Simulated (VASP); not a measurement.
RbBr: single point with PBE

Crystal: RbBr.

```
Rb Br
1.0
     0.00000    3.46105    3.46105
     3.46105    0.00000    3.46105
     3.46105    3.46105    0.00000
Rb Br
1 1
Direct
  0.00000 0.00000 0.00000
  0.50000 0.50000 0.50000
```

```yaml
Program: VASP 6.6.1
Task: single point
Functional: PBE
Potentials_or_basis: VASP PAW PBE potentials, release 64 (Rb_sv, Br)
Cutoff: 520 eV
k_mesh: 4 × 4 × 4
Occupations: gaussian, width 0.01 eV
Spin: no spin polarisation
Dipole_correction: no
Further_INCAR_settings: ALGO = Normal; EDIFF = 1e-06; NBANDS = 15
```

| Property | Result |
| --- | --- |
| Pressure | 0.6 GPa |
| Band gap on the k mesh | 4.29 eV, direct |

Levels at points of the mesh, in eV from the valence-band top:
```csv
k point,band 5,band 6,band 7,band 8,band 9,band 10,band 11,band 12
"(0.00, 0.00, 0.00)",-8.55,0.00,0.00,0.00,4.29,7.27,7.27,7.27
"(0.50, 0.00, 0.00)",-8.51,-0.94,-0.33,-0.33,6.74,7.61,9.40,9.40
"(0.50, 0.50, 0.00)",-8.62,-0.47,-0.16,-0.16,5.64,7.02,9.05,9.14
```

It took 8.9 s on 1 thread of Intel Xeon 6975P-C, on a shared host, peak memory 0.2 GiB.

As with any semilocal functional, this PBE gap is likely too small.
